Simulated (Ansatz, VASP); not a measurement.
## One calculation of C, two programs

```
C
1.0
     0.00000    1.76607    1.76607
     1.76607    0.00000    1.76607
     1.76607    1.76607    0.00000
C
2
Cartesian
  0.0000 0.0000 0.0000
  0.8830 0.8830 0.8830
```

Alike in both runs: functional LDA; k mesh 10 × 10 × 10; occupations gaussian, width 0.1 eV; no spin polarisation.

Ansatz relaxed the structure, and its values are those at the end. VASP's run is a single point on that final structure, the one shown.

|  | VASP | Ansatz |
| --- | --- | --- |
| version | VASP 6.6.1 | Ansatz 0.2.0 |
| potentials or method | VASP PAW LDA potentials, release 64 (C), cutoff 600 eV | scalar-relativistic, plane waves, PAW |
| valence electrons in the cell | 8 | 8 |

Ansatz gave:

- gap on the k mesh at the Fermi level (eV): 4.21
- least direct gap on the mesh (eV): 5.62
- pressure (GPa): -0.1

Estimate VASP's values.

gap on the k mesh at the Fermi level (eV): 4.20; least direct gap on the mesh (eV): 5.63; pressure (GPa): 0.7.

LDA's correlation is that of Perdew and Zunger in VASP and of Perdew and Wang (1992) in Ansatz.
